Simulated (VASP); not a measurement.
Runs of VASP 6.6.1 on ZrTi3C4. The structure is that of space group Pm-3m (No. 221), or close to it. The cells are those of the table. 

| task | spin | cell | k mesh | cutoff (eV) | gap on the mesh (eV) | pressure (GPa) |
| --- | --- | --- | --- | --- | --- | --- |
| single point | collinear | a = 4.444 Å, 8 atoms | 4 × 4 × 4 | 520 | none | 0.1 |
| relaxation of cell and atoms | off | relaxed from a = 4.805 Å, 8 atoms | 4 × 4 × 4 | 600 | none | 0.5 |
| single point | off | a = 4.805 Å, 8 atoms | 4 × 4 × 4 | 520 | none | (a) |
| relaxation of cell and atoms | off | relaxed from a = 4.444 Å, 8 atoms | 8 × 8 × 8 | 600 | none | 0.0 |
| single point | off | a = 4.444 Å, 8 atoms | 4 × 4 × 4 | 520 | none | 0.0 |

Alike in all rows: level PBE; potentials or basis VASP PAW PBE potentials, release 64 (Zr_sv, Ti_sv, C); smearing gaussian 0.1 eV.

Problem. Fill in the values left out.

Solution. (a) -34.3.

Caveats: the cell stands under tension (at least some runs).

A k mesh can miss the band edges, and the runs leave out spin-orbit coupling on Zr.

A gap of «none» marks levels without a gap at the run's occupations.
